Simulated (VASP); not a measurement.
# HgTe (Fm-3m) in VASP: further runs

Runs on HgTe. Level: LDA. Tasks: electric field gradients.

Program: VASP 6.6.1. These are calculated values, not measurements. Logs are shortened: lines on timing, memory, paths and dates and some standing lists are left out, and cuts for length are marked.

### Step 1. The cell of the first run

The structure is cubic, space group Fm-3m (No. 225). The conventional cell has a = 5.823 Å, b = 5.823 Å, c = 5.823 Å, α = 90.00°, β = 90.00°, γ = 90.00°. Hg (site symmetry m-3m) has 6 Te at 2.91 Å within 3.8 Å. Te (site symmetry m-3m) has 6 Hg at 2.91 Å within 3.8 Å.

### Step 2. Electric field gradients, LDA (volume scaled by 0.99)

INCAR

```
ALGO = Normal ; EDIFF = 1E-8
ENCUT = 400 ; GGA = CA
GGA_COMPAT = F ; ISIF = 2
ISMEAR = -1 ; LASPH = T
LCHARG = F ; LEFG = T
LREAL = F ; LWAVE = F
NBANDS = 16 ; NELM = 120
PREC = Accurate ; SIGMA = 0.08
```

KPOINTS

```
k-points
0
Gamma
  10 10 10
```

POSCAR

```
HgTe
1.0
    0.0000000000      2.9117290240      2.9117290240
    2.9117290240      0.0000000000      2.9117290240
    2.9117290240      2.9117290240      0.0000000000
Hg Te
1 1
Direct
    0.0000000000      0.0000000000      0.0000000000
    0.5000000000      0.5000000000      0.5000000000
```

Potentials or basis: VASP PAW LDA potentials, release 64 (Hg, Te).

The run is started by

```console
$ cat potpaw_LDA.64/Hg/POTCAR potpaw_LDA.64/Te/POTCAR > POTCAR
$ mpirun -np 1 vasp_std > vasp.out
```

OUTCAR:

```text
EDIFF = 1E-8
   ENCUT = 400
   GGA = CA
   ISIF = 2
   ISMEAR = -1
   LASPH = T
   LREAL = F
   NELM = 120
   PREC = Accurate

 ion  position               nearest neighbor table
   1  0.000  0.000  0.000-   2 2.91   2 2.91   2 2.91   2 2.91   2 2.91   2 2.91
   2  0.500  0.500  0.500-   1 2.91   1 2.91   1 2.91   1 2.91   1 2.91   1 2.91

  LATTYP: Found a face centered cubic cell.
 ALAT       =     5.8234580480

  Lattice vectors:

 A1 = (   0.0000000000,   2.9117290240,   2.9117290240)
 A2 = (   2.9117290240,   0.0000000000,   2.9117290240)
 A3 = (   2.9117290240,   2.9117290240,   0.0000000000)

Analysis of symmetry for initial positions (statically):
=====================================================================
 Subroutine PRICEL returns:
 Original cell was already a primitive cell.

 Routine SETGRP: Setting up the symmetry group for a
 face centered cubic supercell.

 Subroutine GETGRP returns: Found 48 space group operations
 (whereof 48 operations were pure point group operations)
 out of a pool of 48 trial point group operations.

The static configuration has the point symmetry O_h .

Analysis of symmetry for dynamics (positions and initial velocities):
=====================================================================
 Subroutine PRICEL returns:
 Original cell was already a primitive cell.

 Routine SETGRP: Setting up the symmetry group for a
 face centered cubic supercell.

 Subroutine GETGRP returns: Found 48 space group operations
 (whereof 48 operations were pure point group operations)
 out of a pool of 48 trial point group operations.

The dynamic configuration has the point symmetry O_h .

 Subroutine INISYM returns: Found 48 space group operations
 (whereof 48 operations are pure point group operations),
 and found     1 'primitive' translations

----------------------------------------------------------------------------------------

                                     Primitive cell

  volume of cell :      49.3722

  direct lattice vectors                    reciprocal lattice vectors
     0.000000000  2.911729024  2.911729024    -0.171719276  0.171719276  0.171719276
     2.911729024  0.000000000  2.911729024     0.171719276 -0.171719276  0.171719276
     2.911729024  2.911729024  0.000000000     0.171719276  0.171719276 -0.171719276

[... 114 lines left out ...]
 non-spin polarized calculation
  energy-cutoff  :      400.00
  volume of cell :       49.37
 maximum number of plane-waves:       934
   NGX = 13   NGY = 13   NGZ = 13

 number of electron      18.0000007 magnetization

 Free energy of the ion-electron system (eV)
  ---------------------------------------------------
  ext. energy  EPLUGINS =         0.00000000
  ---------------------------------------------------
  free energy    TOTEN  =        -4.88348377 eV

  energy without entropy =       -4.87142269  energy(sigma->0) =       -4.87745323

 E-fermi :   5.9151     XC(G=0): -10.7982

 val. band max:        5.8179679935   @ k =   0.5000   0.1000   0.0000
 cond. band min:       6.0321000382   @ k =  -0.2000   0.1000   0.0000
 fundamental gap:      0.2141320447
 Fermi energy:         5.9150744414

 k-point     1 :       0.0000    0.0000    0.0000
  band No.  band energies     occupation
      1      -7.2346      2.00000
      2      -1.3888      2.00000
      3      -1.3888      2.00000
      4      -1.3214      2.00000
      5      -1.3214      2.00000
      6      -1.3214      2.00000
[... 433 lines left out ...]
      3      -1.4853      2.00000
      4      -1.3583      2.00000
      5      -1.0591      2.00000
      6      -1.0589      2.00000
[... 8 lines left out ...]
     15      18.2664      0.00000
     16      18.3396      0.00000

 [... further k-points ...]
[... 5 lines left out ...]
  --------------------------------------------------------------------------------------
  -------------------------------------------------------------------------------------
  Total        1.6316461      1.6316461      1.6316461     -0.0000000     -0.0000000      0.0000000
  in kB       52.9485044     52.9485044     52.9485044     -0.0000000     -0.0000000      0.0000000
  external PRESSURE =      52.9485044 kB  Pullay stress =       0.0000000 kB

 VOLUME and BASIS-vectors are now :
 -----------------------------------------------------------------------------
  energy-cutoff  :      400.00
  volume of cell :       49.37
      direct lattice vectors                 reciprocal lattice vectors
     0.000000000  2.911729024  2.911729024    -0.171719276  0.171719276  0.171719276
     2.911729024  0.000000000  2.911729024     0.171719276 -0.171719276  0.171719276
     2.911729024  2.911729024  0.000000000     0.171719276  0.171719276 -0.171719276

 POSITION                                       TOTAL-FORCE (eV/Angst)
 -----------------------------------------------------------------------------------
      0.00000      0.00000      0.00000        -0.000000     -0.000000     -0.000000
      2.91173      2.91173      2.91173         0.000000      0.000000      0.000000
 -----------------------------------------------------------------------------------
    total drift:                               -0.000000      0.000000      0.000000

  FREE ENERGIE OF THE ION-ELECTRON SYSTEM (eV)
  ---------------------------------------------------
  free  energy   TOTEN  =        -4.8834837668 eV

  energy  without entropy=       -4.8714226874  energy(sigma->0) =       -4.87745323

 Electric field gradients (V/A^2)
---------------------------------------------------------------------
 ion       V_xx      V_yy      V_zz      V_xy      V_xz      V_yz
---------------------------------------------------------------------
   1      -0.000    -0.000     0.000     0.001     0.001     0.001
   2      -0.000    -0.000     0.000    -0.000    -0.000    -0.000
---------------------------------------------------------------------

 Electric field gradients after diagonalization (V/A^2)
 (convention: |V_zz| > |V_xx| > |V_yy|)
----------------------------------------------------------------------
 ion       V_xx      V_yy      V_zz     asymmetry (V_yy - V_xx)/ V_zz
----------------------------------------------------------------------
   1      -0.001    -0.001     0.002       0.000
   2       0.000     0.000    -0.000       0.000
----------------------------------------------------------------------

           NMR quadrupolar parameters

 Cq : quadrupolar parameter    Cq=e*Q*V_zz/h
 eta: asymmetry parameters     (V_yy - V_xx)/ V_zz
 Q  : nuclear electric quadrupole moment in mb (millibarn)
----------------------------------------------------------------------
 ion       Cq(MHz)       eta       Q (mb)
----------------------------------------------------------------------
   1       0.000       0.000       1.000
   2      -0.000       0.000       1.000
----------------------------------------------------------------------
```

OSZICAR:

```text
N       E                     dE             d eps       ncg     rms          rms(c)
DAV:   1     0.909401522240E+02    0.90940E+02   -0.72281E+03  1544   0.816E+02
DAV:   2    -0.244843222466E+01   -0.93389E+02   -0.87943E+02  1880   0.218E+02
DAV:   3    -0.509985085385E+01   -0.26514E+01   -0.26460E+01  1856   0.375E+01
DAV:   4    -0.511758928981E+01   -0.17738E-01   -0.17738E-01  1944   0.306E+00
DAV:   5    -0.511786359459E+01   -0.27430E-03   -0.27430E-03  1872   0.326E-01    0.102E+01
DAV:   6    -0.489742047145E+01    0.22044E+00   -0.43148E-01  1856   0.916E+00    0.758E+00
DAV:   7    -0.488594384619E+01    0.11477E-01   -0.77811E-02  1848   0.199E+00    0.231E+00
DAV:   8    -0.488375447974E+01    0.21894E-02   -0.85135E-03  1736   0.110E+00    0.556E-01
DAV:   9    -0.488348508051E+01    0.26940E-03   -0.45246E-04  1936   0.233E-01    0.821E-02
DAV:  10    -0.488348328837E+01    0.17921E-05   -0.35726E-05  1944   0.501E-02    0.387E-02
DAV:  11    -0.488348408826E+01   -0.79989E-06   -0.47409E-06  1880   0.154E-02    0.145E-02
DAV:  12    -0.488348376149E+01    0.32677E-06   -0.78850E-07  1696   0.612E-03    0.729E-03
DAV:  13    -0.488348376675E+01   -0.52619E-08   -0.71912E-08  1968   0.164E-03
   1 F= -.48834838E+01 E0= -.48774532E+01  d E =-.120611E-01
```

stdout:

```text
POSCAR found type information on POSCAR HgTe
 POSCAR found :  2 types and       2 ions
 scaLAPACK will be used
 LDA part: xc-table for (Slater(with rela. corr.)+CA(PZ))
 , standard interpolation
 POSCAR, INCAR and KPOINTS ok, starting setup
 FFT: planning ... GRIDC
 FFT: planning ... GRID_SOFT
 FFT: planning ... GRID
 WAVECAR not read
 entering main loop
ion   1

ion   2
```

It took 39 s on 1 thread of Intel Xeon Platinum 8375C at 2.90GHz (Ice Lake), shared host; peak memory 0.15 GiB.

Results:

| Quantity | Value |
| --- | --- |
| Free energy | -4.8835 eV |
| Pressure | 5.3 GPa |
| Band gap on the k mesh | zero (band 9 reaches 6.36 eV, above the bottom of band 10 at 3.05 eV) |

Levels at points of the mesh, in eV from the Fermi level:
```tsv
k point	band 7	band 8	band 9	band 10	band 11	band 12
(0.00, 0.00, 0.00)	-0.92	-0.92	-0.92	-0.41	7.72	7.72
(0.50, 0.00, 0.00)	-6.12	0.45	0.45	2.38	3.70	3.70
(0.50, 0.50, 0.00)	-5.27	-3.00	-2.87	-2.87	4.62	9.86
```

Caveat: without QUAD_EFG the Cq values of the log hold for a quadrupole moment of 1 mb, not for the nuclei; spin-orbit coupling is left out, which moves the levels of the heavy elements.

### Step 3. Electric field gradients, LDA (volume scaled by 1.01)

INCAR

```
SYSTEM = HgTe
ALGO     = Normal         ! electronic algorithm
EDIFF    = 1E-8           ! SCF threshold, eV
ENCUT    = 400            ! plane-wave cutoff, eV
GGA_COMPAT= .False.      
ISIF     = 2              ! what is computed and relaxed
ISMEAR   = -1             ! smearing method
LASPH    = .True.         ! aspherical terms in the spheres
LCHARG   = .False.        ! write CHGCAR
LEFG     = .True.       
LREAL    = .False.        ! projectors in reciprocal space
LWAVE    = .False.        ! write WAVECAR
NBANDS   = 16             ! bands
NELM     = 120            ! most SCF steps
PREC     = Accurate       ! precision mode
SIGMA    = 0.08           ! smearing width, eV
```

KPOINTS

```
k-points
0
Gamma
  10 10 10
  0 0 0
```

POSCAR

```
HgTe
1.0
    0.0000000000      2.9312060514      2.9312060514
    2.9312060514      0.0000000000      2.9312060514
    2.9312060514      2.9312060514      0.0000000000
Hg Te
1 1
Direct
    0.0000000000      0.0000000000      0.0000000000
    0.5000000000      0.5000000000      0.5000000000
```

Potentials or basis: VASP PAW LDA potentials, release 64 (Hg, Te).

The run is started by

```console
$ cat potpaw_LDA.64/Hg/POTCAR potpaw_LDA.64/Te/POTCAR > POTCAR
$ mpirun -np 1 vasp_std > vasp.out
```

OUTCAR:

```text
SYSTEM = HgTe
   EDIFF = 1E-8
   ENCUT = 400
   ISIF = 2
   ISMEAR = -1
   LASPH = .True.
   LREAL = .False.
   NELM = 120
   PREC = Accurate

 ion  position               nearest neighbor table
   1  0.000  0.000  0.000-   2 2.93   2 2.93   2 2.93   2 2.93   2 2.93   2 2.93
   2  0.500  0.500  0.500-   1 2.93   1 2.93   1 2.93   1 2.93   1 2.93   1 2.93

  LATTYP: Found a face centered cubic cell.
 ALAT       =     5.8624121028

  Lattice vectors:

 A1 = (   0.0000000000,   2.9312060514,   2.9312060514)
 A2 = (   2.9312060514,   0.0000000000,   2.9312060514)
 A3 = (   2.9312060514,   2.9312060514,   0.0000000000)

Analysis of symmetry for initial positions (statically):
=====================================================================
 Subroutine PRICEL returns:
 Original cell was already a primitive cell.

 Routine SETGRP: Setting up the symmetry group for a
 face centered cubic supercell.

 Subroutine GETGRP returns: Found 48 space group operations
[... 644 lines left out ...]
     0.000000000  2.931206051  2.931206051    -0.170578250  0.170578250  0.170578250
     2.931206051  0.000000000  2.931206051     0.170578250 -0.170578250  0.170578250
     2.931206051  2.931206051  0.000000000     0.170578250  0.170578250 -0.170578250

 POSITION                                       TOTAL-FORCE (eV/Angst)
 -----------------------------------------------------------------------------------
      0.00000      0.00000      0.00000         0.000000     -0.000000     -0.000000
      2.93121      2.93121      2.93121        -0.000000      0.000000      0.000000
 -----------------------------------------------------------------------------------
    total drift:                               -0.000000      0.000000      0.000000

  FREE ENERGIE OF THE ION-ELECTRON SYSTEM (eV)
  ---------------------------------------------------
  free  energy   TOTEN  =        -4.9112328792 eV

  energy  without entropy=       -4.8986153929  energy(sigma->0) =       -4.90492414

 Electric field gradients (V/A^2)
---------------------------------------------------------------------
 ion       V_xx      V_yy      V_zz      V_xy      V_xz      V_yz
---------------------------------------------------------------------
   1       0.000     0.000     0.000     0.001     0.001     0.001
   2       0.000    -0.000    -0.000     0.000     0.000     0.000
---------------------------------------------------------------------

 Electric field gradients after diagonalization (V/A^2)
 (convention: |V_zz| > |V_xx| > |V_yy|)
----------------------------------------------------------------------
 ion       V_xx      V_yy      V_zz     asymmetry (V_yy - V_xx)/ V_zz
----------------------------------------------------------------------
   1      -0.001    -0.001     0.001       0.000
   2      -0.000    -0.000     0.000       0.000
----------------------------------------------------------------------

           NMR quadrupolar parameters

 Cq : quadrupolar parameter    Cq=e*Q*V_zz/h
 eta: asymmetry parameters     (V_yy - V_xx)/ V_zz
 Q  : nuclear electric quadrupole moment in mb (millibarn)
----------------------------------------------------------------------
 ion       Cq(MHz)       eta       Q (mb)
----------------------------------------------------------------------
   1       0.000       0.000       1.000
   2       0.000       0.000       1.000
----------------------------------------------------------------------
```

stdout:

```text
POSCAR found type information on POSCAR HgTe
 POSCAR found :  2 types and       2 ions
 scaLAPACK will be used
 LDA part: xc-table for (Slater(with rela. corr.)+CA(PZ))
 , standard interpolation
 POSCAR, INCAR and KPOINTS ok, starting setup
 FFT: planning ... GRIDC
 FFT: planning ... GRID_SOFT
 FFT: planning ... GRID
 WAVECAR not read
 entering main loop
ion   1

ion   2
```

Run time: 39 s. Hardware: 1 thread of Intel Xeon Platinum 8375C at 2.90GHz (Ice Lake), shared host; peak memory 0.15 GiB.

Results:

* Free energy: -4.9112 eV
* Pressure: 3.5 GPa
* Band gap on the k mesh: zero (band 9 reaches 6.07 eV, above the bottom of band 10 at 2.88 eV)

Levels at points of the mesh, in eV from the Fermi level:
| k point | band 6 | band 7 | band 8 | band 9 | band 10 | band 11 | band 12 | band 13 |
| --- | --- | --- | --- | --- | --- | --- | --- | --- |
| (0.00, 0.00, 0.00) | -7.14 | -0.89 | -0.89 | -0.89 | -0.52 | 7.71 | 7.71 | 7.71 |
| (0.50, 0.00, 0.00) | -6.90 | -6.03 | 0.42 | 0.42 | 2.41 | 3.73 | 3.73 | 4.26 |
| (0.50, 0.50, 0.00) | -5.99 | -5.11 | -2.98 | -2.77 | -2.77 | 4.65 | 9.75 | 9.75 |

Caveat: without QUAD_EFG the Cq values of the log hold for a quadrupole moment of 1 mb, not for the nuclei; spin-orbit coupling is left out, which moves the levels of the heavy elements.

[end of part 1 of 2]
